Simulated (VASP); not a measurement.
# RbCl: single point with PBE

RbCl:

```
CELL_PARAMETERS angstrom
0.00000 3.30871 3.30871
3.30871 0.00000 3.30871
3.30871 3.30871 0.00000
ATOMIC_POSITIONS crystal
Rb 0.00000 0.00000 0.00000
Cl 0.50000 0.50000 0.50000
```

| Property | Result |
| --- | --- |
| Program | VASP 6.6.1 |
| Task | single point |
| Functional | PBE |
| Potentials or basis | VASP PAW PBE potentials, release 64 (Rb_sv, Cl) |
| Cutoff | 500 eV |
| k mesh | 4 × 4 × 2, shifted |
| Occupations | methfessel-paxton, width 0.1 eV |
| Spin | no spin polarisation |
| Dipole correction | no |
| Further INCAR settings | ALGO = Normal; EDIFF = 1e-06; NBANDS = 15; ISYM = 0 |

```
Pressure               : 0.6 GPa
Band gap on the k mesh : 5.41 eV
```

Levels at points of the mesh, in eV from the valence-band top:
| k point | band 5 | band 6 | band 7 | band 8 | band 9 | band 10 | band 11 | band 12 |
| --- | --- | --- | --- | --- | --- | --- | --- | --- |
| (0.12, 0.12, 0.00) | -7.97 | -0.22 | 0.00 | 0.00 | 5.41 | 7.60 | 8.40 | 8.40 |

Run time: 8.8 s on 1 thread of Intel(R) Xeon(R) 6975P-C (Granite Rapids), with other jobs on the host, peak memory 0.19 GiB.

Caveat: the k points lie up to 0.67 Å⁻¹ apart; a shifted mesh leaves out Γ, where band edges can lie. A k mesh can miss the band edges.
